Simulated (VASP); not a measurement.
# GaN (F-43m) in VASP: further runs, part 4 of 4

VASP 6.6.1. Earlier steps stand in the parts before.

## Step 6: Vibrations by perturbation theory, PBE (phonons at volume x 0.98)

INCAR reads:

```
PREC     = Accurate       # precision mode
ENCUT    = 520            # plane-wave cutoff, eV
EDIFF    = 1E-8           # SCF threshold, eV
ISMEAR   = 0              # smearing method
SIGMA    = 0.01           # smearing width, eV
LREAL    = False          # projectors in reciprocal space
LASPH    = True           # aspherical terms in the spheres
NELM     = 100            # most SCF steps
ALGO     = Normal         # electronic algorithm
ISIF     = 2              # what is computed and relaxed
LWAVE    = False          # write WAVECAR
LCHARG   = True           # write CHGCAR
GGA      = PE             # functional
IBRION   = 8              # ionic algorithm
NSW      = 1              # ionic steps
LEPSILON = True           # dielectric tensor by DFPT
```

KPOINTS reads:

```
Automatic mesh
0
Gamma
  10 10 10
```

POSCAR reads:

```
GaN
1.0
    0.0000000000      2.2589746936      2.2589746936
    2.2589746936      0.0000000000      2.2589746936
    2.2589746936      2.2589746936      0.0000000000
Ga N
1 1
Direct
    0.0000000000      0.0000000000      0.0000000000
    0.7500000000      0.7500000000      0.7500000000
```

Potentials or basis: VASP PAW PBE potentials, release 64 (Ga_d, N).

Started as:

```console
> cat potpaw_PBE.64/Ga_d/POTCAR potpaw_PBE.64/N/POTCAR > POTCAR
> mpirun -np 1 vasp_std > vasp.out
```

OUTCAR:

```text
PREC = Accurate
   ENCUT = 520
   EDIFF = 1E-8
   ISMEAR = 0
   LREAL = False
   LASPH = True
   NELM = 100
   ISIF = 2
   GGA = PE
   IBRION = 8
   NSW = 1
   LEPSILON = True

 ion  position               nearest neighbor table
   1  0.000  0.000  0.000-   2 1.96   2 1.96   2 1.96   2 1.96
   2  0.750  0.750  0.750-   1 1.96   1 1.96   1 1.96   1 1.96

  LATTYP: Found a face centered cubic cell.
 ALAT       =     4.5179493872

  Lattice vectors:

 A1 = (   0.0000000000,   2.2589746936,   2.2589746936)
 A2 = (   2.2589746936,   0.0000000000,   2.2589746936)
 A3 = (   2.2589746936,   2.2589746936,   0.0000000000)

Analysis of symmetry for initial positions (statically):
=====================================================================
 Subroutine PRICEL returns:
 Original cell was already a primitive cell.

 Routine SETGRP: Setting up the symmetry group for a
 face centered cubic supercell.

 Subroutine GETGRP returns: Found 24 space group operations
 (whereof 24 operations were pure point group operations)
 out of a pool of 48 trial point group operations.

The static configuration has the point symmetry T_d .

Analysis of symmetry for dynamics (positions and initial velocities):
=====================================================================
 Subroutine PRICEL returns:
 Original cell was already a primitive cell.

 Routine SETGRP: Setting up the symmetry group for a
 face centered cubic supercell.

 Subroutine GETGRP returns: Found 24 space group operations
 (whereof 24 operations were pure point group operations)
 out of a pool of 48 trial point group operations.

The dynamic configuration has the point symmetry T_d .

 Subroutine INISYM returns: Found 24 space group operations
 (whereof 24 operations are pure point group operations),
 and found     1 'primitive' translations

----------------------------------------------------------------------------------------

                                     Primitive cell

  volume of cell :      23.0549

  direct lattice vectors                    reciprocal lattice vectors
     0.000000000  2.258974694  2.258974694    -0.221339354  0.221339354  0.221339354
     2.258974694  0.000000000  2.258974694     0.221339354 -0.221339354  0.221339354
     2.258974694  2.258974694  0.000000000     0.221339354  0.221339354 -0.221339354

  length of vectors
     3.194672649  3.194672649  3.194672649     0.383371007  0.383371007  0.383371007

  position of ions in fractional coordinates (direct lattice)
     0.000000000  0.000000000  0.000000000
     0.750000000  0.750000000  0.750000000

  ion indices of the primitive-cell ions
   primitive index   ion index
                 1           1
[... 570 lines left out ...]
    -0.00066  1.03102  0.00000
     1.03102 -0.00066  0.00000
     0.00000  0.00000  0.00062

--------------------------------------- Ionic step        4  -------------------------------------------

------------------------ aborting loop because EDIFF is reached ----------------------------------------

[... ionic steps 5 to 6 ...]

--------------------------------------- Ionic step        7  -------------------------------------------

 Free energy of the ion-electron system (eV)
  ---------------------------------------------------
  ---------------------------------------------------
  free energy    TOTEN  =        -0.23338377 eV

  energy without entropy =       -0.23338377

------------------------ aborting loop because EDIFF is reached ----------------------------------------

 INTERNAL STRAIN TENSOR  FOR ION    2  DIRECTION 1   (eV/Angst):
 -----------------------------------------------------------------------------
     0.00314  0.00000  0.00000
     0.00000 -0.00518  8.04935
     0.00000  8.04935 -0.00518

 MACROSCOPIC STATIC DIELECTRIC TENSOR (including local field effects in DFT)
 ------------------------------------------------------
           6.062896    -0.000000    -0.000000
          -0.000000     6.062896     0.000000
          -0.000000    -0.000000     6.062896
 ------------------------------------------------------

 PIEZOELECTRIC TENSOR (including local field effects)  for field in x, y, z        (e  Angst)
          XX          YY          ZZ          XY          YZ          ZX
  --------------------------------------------------------------------------------
  x     0.00000    -0.00000     0.00000     0.00000     1.48459     0.00000
  y     0.00000     0.00000     0.00000     0.00000     0.00000     1.48459
  z    -0.00000    -0.00000    -0.00000     1.48459     0.00000     0.00000

 PIEZOELECTRIC TENSOR (including local field effects)  for field in x, y, z        (C/m^2)
          XX          YY          ZZ          XY          YZ          ZX
  --------------------------------------------------------------------------------
  x     0.00000    -0.00000     0.00000     0.00000     1.03170     0.00000
  y     0.00000     0.00000     0.00000     0.00000     0.00000     1.03170
  z    -0.00000    -0.00000    -0.00000     1.03170     0.00000     0.00000

 BORN EFFECTIVE CHARGES (including local field effects) (in |e|, cummulative output)
 ---------------------------------------------------------------------------------
 ion    1
    1     2.67261     0.00000     0.00000
    2     0.00000     2.67261     0.00000
    3     0.00000     0.00000     2.67261
 ion    2
    1    -2.67261     0.00000     0.00000
    2     0.00000    -2.67261     0.00000
    3     0.00000     0.00000    -2.67261

 INTERNAL STRAIN TENSOR FOR ION    2 for displacements in x,y,z  (eV/Angst):
          X           Y           Z          XY          YZ          ZX
  --------------------------------------------------------------------------------
  x     0.00000    -0.00000    -0.00000     0.00000     8.04935     0.00000
  y    -0.00000     0.00000    -0.00000     0.00000     0.00000     8.04935
  z    -0.00000    -0.00000     0.00000     8.04935     0.00000     0.00000

 SECOND DERIVATIVES (NOT SYMMETRIZED)
 ------------------------------------
               1X          1Y          1Z          2X          2Y          2Z
  1X   -11.970044    0.000000    0.000000   11.970044    0.000000    0.000000
  1Y     0.000000  -11.970044    0.000000    0.000000   11.970044    0.000000
  1Z     0.000000    0.000000  -11.970044    0.000000    0.000000   11.970044
  2X    11.985278    0.000000    0.000000  -11.985278    0.000000    0.000000
  2Y     0.000000   11.985278    0.000000    0.000000  -11.985278    0.000000
  2Z     0.000000    0.000000   11.985278    0.000000    0.000000  -11.985278

 Eigenvectors and eigenvalues of the dynamical matrix
 ----------------------------------------------------

   1 f  =   15.848423 THz    99.578579 2PiTHz  528.646491 cm-1    65.543782 meV
             X         Y         Z           dx          dy          dz
      0.000000  0.000000  0.000000     0.000000    0.408719    0.000000
      3.388462  3.388462  3.388462     0.000000   -0.912660    0.000000
[... 21 lines left out ...]
   6 f/i=    0.003760 THz     0.023622 2PiTHz    0.125407 cm-1     0.015549 meV
             X         Y         Z           dx          dy          dz
      0.000000  0.000000  0.000000     0.000000    0.000000    0.912660
      3.388462  3.388462  3.388462     0.000000    0.000000    0.408719

--------------------------------------------------------------------------------------------------------

 MACROSCOPIC STATIC DIELECTRIC TENSOR IONIC CONTRIBUTION
 ------------------------------------------------------
           4.680598     0.000000     0.000000
           0.000000     4.680598     0.000000
           0.000000     0.000000     4.680598
 ------------------------------------------------------

 ELASTIC MODULI CONTR FROM IONIC RELAXATION (kBar)
 Direction    XX          YY          ZZ          XY          YZ          ZX
 --------------------------------------------------------------------------------
 XX          -0.0000      0.0000      0.0000      0.0000     -0.0000      0.0000
 YY           0.0000     -0.0000     -0.0000      0.0000      0.0000     -0.0000
 ZZ           0.0000     -0.0000     -0.0000     -0.0000      0.0000      0.0000
 XY           0.0000      0.0000     -0.0000   -348.5648      0.0000     -0.0000
 YZ          -0.0000      0.0000      0.0000      0.0000   -348.5648     -0.0000
 ZX           0.0000     -0.0000      0.0000     -0.0000     -0.0000   -348.5648
 --------------------------------------------------------------------------------

 PIEZOELECTRIC TENSOR IONIC CONTR  for field in x, y, z        (C/m^2)
          XX          YY          ZZ          XY          YZ          ZX
  --------------------------------------------------------------------------------
  x    -0.00000     0.00000     0.00000     0.00000    -1.20189    -0.00000
  y     0.00000    -0.00000     0.00000    -0.00000    -0.00000    -1.20189
  z     0.00000     0.00000    -0.00000    -1.20189    -0.00000    -0.00000
```

It took 2.3 min on 1 thread of Intel Xeon 6975P-C (Granite Rapids), shared host; peak memory 0.25 GiB.

What came out:

```yaml
Electronic_dielectric_tensor_diagonal: 6.06
Born_charges_mean_of_the_diagonal: Ga +2.67; N -2.67 e
Highest_phonon_frequency_at_Γ_LO-TO_splitting_left_out: 529 cm⁻¹
```

Phonon frequencies in cm⁻¹ (negative: imaginary):
```
              q point        frequencies
(0.000, 0.000, 0.000)  0 0 0 529 529 529
```

Electronic dielectric tensor:
```
6.06 0.00 0.00
0.00 6.06 0.00
0.00 0.00 6.06
```

Born effective charge tensors (e):
atom 1, Ga
```
2.67 0.00 0.00
0.00 2.67 0.00
0.00 0.00 2.67
```
atom 2, N
```
-2.67  0.00  0.00
 0.00 -2.67  0.00
 0.00  0.00 -2.67
```

Caveat: the cell differs from its parent crystal (phonons at volume x 0.98); the cell wasn't relaxed at this level first, which shifts response properties.
